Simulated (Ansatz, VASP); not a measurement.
## One calculation of Si, two programs

```
CELL_PARAMETERS angstrom
0.00000 0.00000 2.49380
2.62900 0.00000 0.00000
0.00000 4.55356 0.00000
ATOMIC_POSITIONS crystal
Si 0.00000 0.04279 0.00000
Si 0.00000 0.45721 0.50000
```

Change from the starting cell: mode 4 (106.4 1/cm) frozen in, largest displacement +0.113 Å.

Alike in both runs: task single point; functional r2SCAN; k mesh 24 × 22 × 14; occupations gaussian, width 0.15 eV; no spin polarisation.

|  | VASP | Ansatz |
| --- | --- | --- |
| version | VASP 6.6.1 | Ansatz 0.2.0 |
| potentials or method | VASP PAW PBE potentials, release 64 (Si), cutoff 520 eV | scalar-relativistic, plane waves, PAW |
| valence electrons in the cell | 8 | 8 |

VASP gave:

| Quantity | Value |
| --- | --- |
| gap on the k mesh at the Fermi level (eV) | none |
| pressure (GPa) | 0.9 |
| traceless stress, the component that is largest in VASP (GPa) | -2.52 |
| rms of the force components (eV/Å) | 0.083 |

Estimate Ansatz's values.

gap on the k mesh at the Fermi level (eV): none; pressure (GPa): 1.0; traceless stress, the component that is largest in VASP (GPa): -2.47; rms of the force components (eV/Å): 0.086.

VASP's potentials were made for PBE, not for r2SCAN. Atom by atom the forces differ by 0.003 eV/Å (rms over components). A gap of «none» marks a metal or a gap that the smearing closes.
